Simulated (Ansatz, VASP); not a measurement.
## TeH4Br2O2: VASP beside Ansatz

```
Te Br O H
1.0
     3.88767    4.58402    0.00000
     3.88767   -4.58402    0.00000
     0.50853    0.00000   -3.81122
Te Br O H
1 2 2 4
Cartesian
  0.0000 0.0000 0.0000
  2.0774 0.0000 -1.6708
  6.2065 0.0000 -2.1404
  3.8877 -2.3874 0.0000
  3.8877 2.3874 0.0000
  5.0253 -1.7511 -3.2815
  3.2586 -1.7511 -0.5298
  3.2586 1.7511 -0.5298
  5.0253 1.7511 -3.2815
```

Alike in both runs: task single point; functional r2SCAN; k mesh 5 × 5 × 7; no spin polarisation.

|  | VASP | Ansatz |
| --- | --- | --- |
| version | VASP 6.6.1 | Ansatz 0.2.0 |
| potentials or method | VASP PAW PBE potentials, release 64 (Te, Br, O, H), cutoff 520 eV | PAW plane waves |
| occupations | fermi-dirac, width 0.1 eV | fermi-dirac |
| valence electrons in the cell | 36 | 46 |

Ansatz gave:

```
pressure (GPa)                                                : 10.8
traceless stress, the component that is largest in VASP (GPa) : 8.03
rms of the force components (eV/Å)                            : 1.492
```

Q: Which values does VASP return?

A: Pressure (GPa): 10.7; traceless stress, the component that is largest in VASP (GPa): 8.18; rms of the force components (eV/Å): 1.442.

VASP's potentials were made for PBE, not for r2SCAN. Atom by atom the forces differ by 0.065 eV/Å (rms over components). VASP's potentials hold 36 valence electrons a cell and Ansatz's 46, so a difference there can come from the potentials and not from the codes.

Neither program's run includes spin-orbit coupling.
